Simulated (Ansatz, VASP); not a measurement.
# Two plane-wave programs on Ge5P

```xyz
6
Lattice="0.0000 4.5428 4.5428 4.5428 0.0000 4.5428 4.5428 4.5428 0.0000" Properties=species:S:1:pos:R:3 pbc="T T T"
Ge    7.7496    7.7496    7.7496
Ge    5.8790    5.8790    7.7496
Ge    5.8790    7.7496    5.8790
Ge    7.7496    5.8790    5.8790
Ge    4.5428    4.5428    4.5428
P     0.0000    0.0000    0.0000
```

Alike in both runs: functional PBE; k mesh 4 × 4 × 4; occupations gaussian, width 0.1 eV; no spin polarisation.

Ansatz relaxed the structure, and its values are those at the end. VASP's run is a single point on that final structure, the one shown.

|  | VASP | Ansatz |
| --- | --- | --- |
| version | VASP 6.6.1 | Ansatz 0.2.0 |
| potentials or method | VASP PAW PBE potentials, release 64 (Ge_d, P), cutoff 520 eV | scalar-relativistic, plane waves, PAW |
| valence electrons in the cell | 75 | 75 |

```csv
,VASP,Ansatz,Ansatz less VASP
gap on the k mesh at the Fermi level (eV),none,none,-
pressure (GPa),0.1,0.2,+0.05
rms of the force components (eV/Å),0.024,0.017,-0.0067
```

A gap of «none» marks a metal or a gap that the smearing closes. The functional is the same, so the differences come from potentials, cutoffs and numerics.
